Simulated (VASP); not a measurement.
# LiOs2 (Immm) in VASP: a series of runs, part 2 of 2

VASP 6.6.1. The steps go on from the part before.

## 3. Single point, PBE, collinear spin

This run uses another cell than the first one, of 13.39 Å³/atom.

Input file INCAR:

```
PREC = Accurate ; ENCUT = 520
EDIFF = 1E-6 ; ISMEAR = 0
SIGMA = 0.1 ; LREAL = F
LASPH = T ; NELM = 150
ALGO = Normal ; ISIF = 2
LWAVE = F ; LCHARG = F
ISPIN = 2 ; MAGMOM = 0 1 1
LORBIT = 11 ; LMAXMIX = 4
GGA = PE ; NBANDS = 20
```

Input file KPOINTS:

```
regular mesh
0
Gamma
  8 8 8
```

Input file POSCAR:

```
LiOs2
1.0
   -1.3664302976      1.8893717630      3.8899834009
    1.3664302976     -1.8893717630      3.8899834009
    1.3664302976      1.8893717630     -3.8899834009
Li Os
1 2
Direct
    0.0000000000      0.0000000000      0.0000000000
    0.6737998574      0.6737998574      0.0000000000
    0.3262001426      0.3262001426      0.0000000000
```

Potentials or basis: VASP PAW PBE potentials, release 64 (Li_sv, Os).

Launch:

```console
$ cat potpaw_PBE.64/Li_sv/POTCAR potpaw_PBE.64/Os/POTCAR > POTCAR
$ mpirun -np 1 vasp_std > vasp.out
```

OUTCAR:

```text
PREC = Accurate
   ENCUT = 520
   EDIFF = 1E-6
   ISMEAR = 0
   LREAL = F
   LASPH = T
   NELM = 150
   ISIF = 2
   ISPIN = 2
   LORBIT = 11
   GGA = PE

 ion  position               nearest neighbor table
   1  0.000  0.000  0.000-   2 2.54   3 2.54   2 2.70   3 2.70   2 2.70   2 2.70   2 2.70   3 2.70
                             3 2.70   3 2.70
   2  0.674  0.674  0.000-   1 2.54   3 2.62   3 2.62   3 2.62   3 2.62   1 2.70   1 2.70   1 2.70
                             1 2.70   3 2.70
   3  0.326  0.326  0.000-   1 2.54   2 2.62   2 2.62   2 2.62   2 2.62   1 2.70   1 2.70   1 2.70
                             1 2.70   2 2.70

  LATTYP: Found a body centered orthorhombic cell.
 ALAT       =     2.7328605952
 B/A-ratio  =     1.3827062868
 C/A-ratio  =     2.8468216840

  Lattice vectors:

 A1 = (  -1.3664302976,   1.8893717630,   3.8899834009)
 A2 = (   1.3664302976,  -1.8893717630,   3.8899834009)
 A3 = (   1.3664302976,   1.8893717630,  -3.8899834009)

Analysis of symmetry for initial positions (statically):
=====================================================================
 Subroutine PRICEL returns:
 Original cell was already a primitive cell.

 Routine SETGRP: Setting up the symmetry group for a
 body centered orthorhombic supercell.

 Subroutine GETGRP returns: Found  8 space group operations
 (whereof  8 operations were pure point group operations)
 out of a pool of  8 trial point group operations.

The static configuration has the point symmetry D_2h.

Analysis of symmetry for dynamics (positions and initial velocities):
=====================================================================
 Subroutine PRICEL returns:
 Original cell was already a primitive cell.

 Routine SETGRP: Setting up the symmetry group for a
 body centered orthorhombic supercell.

 Subroutine GETGRP returns: Found  8 space group operations
 (whereof  8 operations were pure point group operations)
 out of a pool of  8 trial point group operations.

The dynamic configuration has the point symmetry D_2h.

Analysis of structural, dynamic, and magnetic symmetry:
=====================================================================
 Subroutine PRICEL returns:
 Original cell was already a primitive cell.

 Routine SETGRP: Setting up the symmetry group for a
 body centered orthorhombic supercell.

 Subroutine GETGRP returns: Found  8 space group operations
 (whereof  8 operations were pure point group operations)
 out of a pool of  8 trial point group operations.

The overall configuration has the point symmetry D_2h.

 Subroutine INISYM returns: Found  8 space group operations
 (whereof  8 operations are pure point group operations),
 and found     1 'primitive' translations

----------------------------------------------------------------------------------------

                                     Primitive cell

  volume of cell :      40.1710

  direct lattice vectors                    reciprocal lattice vectors
    -1.366430298  1.889371763  3.889983401     0.000000000  0.264638230  0.128535253
     1.366430298 -1.889371763  3.889983401     0.365916945  0.000000000  0.128535253
     1.366430298  1.889371763 -3.889983401     0.365916945  0.264638230  0.000000000

  length of vectors
     4.535287011  4.535287011  4.535287011     0.294201809  0.387835689  0.451584548

[... 80 lines left out ...]
   ENCUT  =  520.0 eV  38.22 Ry    6.18 a.u.   8.43  8.43  8.43*2*pi/ulx,y,z
   NELM   =    150;   NELMIN=  2; NELMDL= -5     # of ELM steps
   EDIFF  = 0.1E-05   stopping-criterion for ELM
   LREAL  =      F    real-space projection
   EDIFFG = 0.1E-04   stopping-criterion for IOM
   NSW    =      0    number of steps for IOM
   IBRION =     -1    ionic relax: 0-MD 1-quasi-New 2-CG
   NFREE  =      0    steps in history (QN), initial steepest desc. (CG)
   ISIF   =      2    stress and relaxation
   ISYM   =      2    0-nonsym 1-usesym 2-fastsym
   POTIM  = 0.5000    time-step for ionic-motion
   TEBEG  =    0.0;   TEEND  =   0.0 temperature during run
   PSTRESS=    0.0 pullay stress
   NELECT =      19.0000    total number of electrons
   NUPDOWN=      -1.0000    fix difference up-down
   EMIN   =  10.00;   EMAX   =-10.00  energy-range for DOS
   EFERMI =   0.00;   METHOD = LEGACY
   ISMEAR =     0;   SIGMA  =   0.10  broadening in eV -4-tet -1-fermi 0-gaus
   EFERMI_NEDOS =   21; number of points for ismear=-14 and -15
   IALGO  =     38    algorithm
   IMIX   =      4    mixing-type and parameters
     AMIX     =   0.40;   BMIX     =  1.00
     AMIX_MAG =   1.60;   BMIX_MAG =  1.00
  volume/ion in A,a.u.               =      13.39        90.36
  Fermi-wavevector in a.u.,A,eV,Ry     =   1.275524  2.410390 22.136139  1.626960
  Thomas-Fermi vector in A             =   2.408231
   LORBIT       =     11    0 simple, 1 ext, 2 COOP (PROOUT), +10 PAW based schemes
   GGA     = PE    functional components
   LHFCALC =     F    Hartree Fock is set to
   AEXX    =    0.0000 exact exchange contribution
   IVDW    =     0    specifies the selected vdW correction
   LEPSILON=     F    determine dielectric tensor
   LRPA    =     F    only Hartree local field effects (RPA)
 spin polarized calculation
 Gauss-broadening in eV      SIGMA  =   0.10
  energy-cutoff  :      520.00
  volume of cell :       40.17
 maximum number of plane-waves:      1096
 NGX is ok and might be reduce to    36
   NGX = 17   NGY = 17   NGZ = 17

 number of electron      19.0000001 magnetization      -0.0012084

 number of electron      19.0000001 magnetization       0.0003087

 Free energy of the ion-electron system (eV)
  ---------------------------------------------------
  ext. energy  EPLUGINS =         0.00000000
  ---------------------------------------------------
  free energy    TOTEN  =       -23.76930947 eV

  energy without entropy =      -23.76221229  energy(sigma->0) =      -23.76576088

 E-fermi :   6.7670     XC(G=0): -12.4554

 val. band max:        6.7652803776   @ k =   0.0000   0.1250  -0.0000
 cond. band min:       6.7706395138   @ k =   0.0000   0.2500  -0.0000
 fundamental gap:      0.0053591362
 Fermi energy:         6.7670065812

 spin component 1

 k-point     1 :       0.0000    0.0000    0.0000
  band No.  band energies     occupation
      1     -37.9008      1.00000
      2      -2.0348      1.00000
      3       0.9901      1.00000
      4       2.5033      1.00000
      5       3.4657      1.00000
      6       3.8212      1.00000
[... 541 lines left out ...]
     19      20.2027      0.00000
     20      23.0055      0.00000

 [... further k-points ...]

 spin component 2

 k-point     1 :       0.0000    0.0000    0.0000
  band No.  band energies     occupation
      1     -37.9006      1.00000
      2      -2.0347      1.00000
      3       0.9903      1.00000
      4       2.5034      1.00000
      5       3.4659      1.00000
      6       3.8213      1.00000
[... 541 lines left out ...]
     19      20.2029      0.00000
     20      23.0170      0.00000

 [... further k-points ...]

------------------------ aborting loop because EDIFF is reached ----------------------------------------

  FORCE on cell =-STRESS in cart. coord.  units (eV):
  Direction    XX          YY          ZZ          XY          YZ          ZX
  --------------------------------------------------------------------------------------
  -------------------------------------------------------------------------------------
  Total       -0.0564780     -0.0917581     -0.0597434      0.0000000      0.0000000      0.0000000
  in kB       -2.2525642     -3.6596735     -2.3827999      0.0000000      0.0000000      0.0000000
  external PRESSURE =      -2.7650125 kB  Pullay stress =       0.0000000 kB

 VOLUME and BASIS-vectors are now :
 -----------------------------------------------------------------------------
  energy-cutoff  :      520.00
  volume of cell :       40.17
      direct lattice vectors                 reciprocal lattice vectors
    -1.366430298  1.889371763  3.889983401     0.000000000  0.264638230  0.128535253
     1.366430298 -1.889371763  3.889983401     0.365916945  0.000000000  0.128535253
     1.366430298  1.889371763 -3.889983401     0.365916945  0.264638230  0.000000000

 POSITION                                       TOTAL-FORCE (eV/Angst)
 -----------------------------------------------------------------------------------
      0.00000      0.00000      0.00000        -0.000000     -0.000000      0.000000
      0.00000      0.00000      5.24214         0.000000     -0.000000      0.025931
      0.00000      0.00000      2.53783         0.000000      0.000000     -0.025931
 -----------------------------------------------------------------------------------
    total drift:                                0.000000     -0.000000      0.000000

  FREE ENERGIE OF THE ION-ELECTRON SYSTEM (eV)
  ---------------------------------------------------
  free  energy   TOTEN  =       -23.7693094724 eV

  energy  without entropy=      -23.7622122854  energy(sigma->0) =      -23.76576088

 total charge

# of ion       s       p       d       tot
------------------------------------------
    1        2.052   0.107   0.000   2.160
    2        0.684   0.638   5.989   7.312
    3        0.684   0.638   5.989   7.312
--------------------------------------------------
tot          3.421   1.383  11.978  16.783

 magnetization (x)

# of ion       s       p       d       tot
------------------------------------------
    1        0.000   0.000   0.000   0.000
    2       -0.000   0.000   0.000   0.000
    3       -0.000   0.000   0.000   0.000
--------------------------------------------------
tot         -0.000   0.000   0.000   0.000
```

OSZICAR:

```text
N       E                     dE             d eps       ncg     rms          rms(c)
DAV:   1     0.109302924296E+03    0.10930E+03   -0.76922E+03  7600   0.899E+02
DAV:   2    -0.188329296270E+02   -0.12814E+03   -0.11417E+03  7768   0.275E+02
DAV:   3    -0.252406864899E+02   -0.64078E+01   -0.62313E+01  9824   0.534E+01
DAV:   4    -0.255449444998E+02   -0.30426E+00   -0.30184E+00 11216   0.107E+01
DAV:   5    -0.255484678947E+02   -0.35234E-02   -0.35229E-02  9448   0.108E+00    0.194E+01
DAV:   6    -0.239954416645E+02    0.15530E+01   -0.19239E+00 10720   0.103E+01    0.641E+00
DAV:   7    -0.237923074518E+02    0.20313E+00   -0.49675E-01 10200   0.438E+00    0.160E+00
DAV:   8    -0.237748039123E+02    0.17504E-01   -0.26780E-02  8612   0.115E+00    0.846E-01
DAV:   9    -0.237699146780E+02    0.48892E-02   -0.24668E-03 10068   0.350E-01    0.307E-01
DAV:  10    -0.237693186370E+02    0.59604E-03   -0.56751E-04  9808   0.174E-01    0.121E-01
DAV:  11    -0.237693131539E+02    0.54832E-05   -0.97972E-05  9664   0.667E-02    0.420E-02
DAV:  12    -0.237693091650E+02    0.39889E-05   -0.78852E-06  9512   0.214E-02    0.186E-02
DAV:  13    -0.237693094724E+02   -0.30734E-06   -0.23876E-06  8420   0.958E-03
   1 F= -.23769309E+02 E0= -.23765761E+02  d E =-.709719E-02  mag=     0.0001
```

stdout:

```text
POSCAR found type information on POSCAR LiOs
 POSCAR found :  2 types and       3 ions
 scaLAPACK will be used
 LDA part: xc-table for (Slater+PW92), standard interpolation
 POSCAR, INCAR and KPOINTS ok, starting setup
 FFT: planning ... GRIDC
 FFT: planning ... GRID_SOFT
 FFT: planning ... GRID
 WAVECAR not read
 entering main loop
```

Run time: 7.6 min. Hardware: 1 thread of Oxide Virtual Turin-like, shared host; peak memory 0.28 GiB.

What came out:

```
Free energy                                           : -23.7693 eV
Largest force                                         : 0.026 eV/Å
Net moment                                            : 0.00 μB per cell
Valence electrons inside the program's atomic spheres : Li 2.16; Os 7.31
```

Forces on the atoms (eV/Å):
```
Li   0.000  0.000  0.000
Os   0.000  0.000  0.026
Os   0.000  0.000 -0.026
```

Levels at points of the mesh, in eV from the Fermi level:
Spin up:
```
           k point  band 6  band 7  band 8  band 9  band 10  band 11  band 12  band 13  band 14  band 15
(0.00, 0.00, 0.00)   -2.95   -2.32   -1.98   -1.78    -0.28     0.17     2.44     6.42     7.61     7.68
(0.50, 0.00, 0.00)   -2.55   -1.86   -1.81   -1.57     0.28     0.54     1.47     1.62     2.26     8.63
(0.00, 0.50, 0.00)   -3.56   -2.28    0.29    0.45     0.75     1.78     2.56     4.08     4.42    10.36
(0.50, 0.50, 0.00)   -3.09   -2.41   -0.68   -0.46    -0.13     0.63     2.61     4.79     5.62     8.08
(0.50, 0.50, 0.50)   -3.44   -1.83   -1.73   -0.86    -0.19     1.15     1.89     2.17     2.43    11.19
```
Spin down:
```csv
k point,band 7,band 8,band 9,band 10,band 11,band 12,band 13,band 14
"(0.00, 0.00, 0.00)",-2.32,-1.98,-1.78,-0.28,0.17,2.44,6.42,7.61
"(0.50, 0.00, 0.00)",-1.86,-1.81,-1.57,0.28,0.54,1.47,1.62,2.26
"(0.00, 0.50, 0.00)",-2.28,0.29,0.45,0.75,1.79,2.56,4.08,4.42
"(0.50, 0.50, 0.00)",-2.41,-0.68,-0.46,-0.13,0.63,2.61,4.79,5.62
"(0.50, 0.50, 0.50)",-1.83,-1.73,-0.86,-0.19,1.15,1.89,2.17,2.43
```

Caveat: the cutoff is under 1.25 times the usual one of these potentials, so pressure, stress and relaxed cells hold a basis-set (Pulay) error; spin-orbit coupling is left out, which moves the levels of the heavy elements.
